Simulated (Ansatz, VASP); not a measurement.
# Two plane-wave programs on Ga6N7

```
CELL_PARAMETERS angstrom
0.00000 0.00000 5.24317
4.82756 -2.78719 0.00000
0.00000 5.57438 0.00000
ATOMIC_POSITIONS crystal
Ga 0.50295 0.32471 0.32557
Ga 0.50295 0.99871 0.67356
Ga 0.50295 0.67269 0.99956
Ga 0.99972 0.99871 0.33265
Ga 0.99971 0.66561 0.66647
Ga 0.99974 0.33178 0.99956
N 0.87148 0.34184 0.34269
N 0.87148 0.99871 0.65643
N 0.87148 0.65556 0.99956
N 0.38824 0.99871 0.34755
N 0.38824 0.65072 0.65157
N 0.38823 0.34669 0.99957
N 0.16428 0.99866 0.99955
```

Alike in both runs: functional PBE; k mesh 3 × 3 × 3; occupations gaussian, width 0.02 eV; collinear spin.

Ansatz relaxed the structure, and its values are those at the end. VASP's run is a single point on that final structure, the one shown.

|  | VASP | Ansatz |
| --- | --- | --- |
| version | VASP 6.6.1 | Ansatz 0.2.0 |
| potentials or method | VASP PAW PBE potentials, release 64 (Ga_d, N), cutoff 520 eV | scalar-relativistic, plane waves, PAW |
| valence electrons in the cell | 113 | 113 |

|  | VASP | Ansatz | Ansatz less VASP |
| --- | --- | --- | --- |
| gap on the k mesh at the Fermi level (eV) | 0.51 | 0.50 | -0.004 |
| least direct gap on the mesh (eV) | 0.58 | 0.58 | -0.002 |
| rms of the force components (eV/Å) | 0.013 | 0.001 | -0.0118 |
| net moment per atom (μB) | 0.23 | 0.23 | 0.000 |
| size of the moment on the site where the two differ most (μB) | 1.29 | 1.45 | +0.160 |

Site moments also hang on the region over which each program counts them.

The k mesh is coarse, so the values compare programs but aren't converged.
